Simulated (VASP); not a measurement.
Runs of VASP 6.6.1 on Si2BN. The structure is that of space group P4/mmm (No. 123), or close to it. The cells are those of the table. 

| task | spin | cell | k mesh | cutoff (eV) | gap on the mesh (eV) | pressure (GPa) | moment (μB) | relaxed volume (Å³/atom) |
| --- | --- | --- | --- | --- | --- | --- | --- | --- |
| single point | collinear, ferromagnetic start | a = 2.994, b = 2.994, c = 4.155 Å, 4 atoms | 6 × 6 × 4 | 520 | none | -0.1 | 0.00 | - |
| single point | off | a = 2.994, b = 2.994, c = 4.155 Å, 4 atoms | 6 × 6 × 4 | 520 | none | -0.1 | - | - |
| single point | collinear, ferromagnetic start | a = 4.059, b = 4.059, c = 3.464 Å, 4 atoms | 4 × 4 × 6 | 520 | none | -0.7 | 0.00 | - |
| single point | off | a = 4.059, b = 4.059, c = 3.464 Å, 4 atoms | 4 × 4 × 6 | 520 | none | -0.7 | - | - |
| relaxation of cell and atoms | off | relaxed from a = 4.059, b = 4.059, c = 3.464 Å, 4 atoms | 4 × 4 × 6 | 600 | none | -0.3 | - | 9.35 |
| single point | off | a = 3.008, b = 3.008, c = 4.088 Å, 4 atoms | 16 × 16 × 12 | 520 | none | 0.1 | - | - |
| single point | off | a = 3.045, b = 3.045, c = 4.025 Å, 4 atoms | 4 × 4 × 6 | 520 | none | 0.0 | - | - |
| relaxation of cell and atoms | off | relaxed from a = 3.045, b = 3.045, c = 4.025 Å, 4 atoms | 6 × 6 × 4 | 600 | none | 0.0 | - | (a) |

Alike in all rows: level PBE; potentials or basis VASP PAW PBE potentials, release 64 (Si, B, N); smearing gaussian 0.1 eV.

**Question.** Estimate the missing entries.

**Answer.** (a) 9.31.

Caveats: some runs use coarse meshes; the volume moved by over 15 % at a fixed basis, so the end points are rough (some runs).

A gap of «none» marks levels without a gap at the run's occupations.
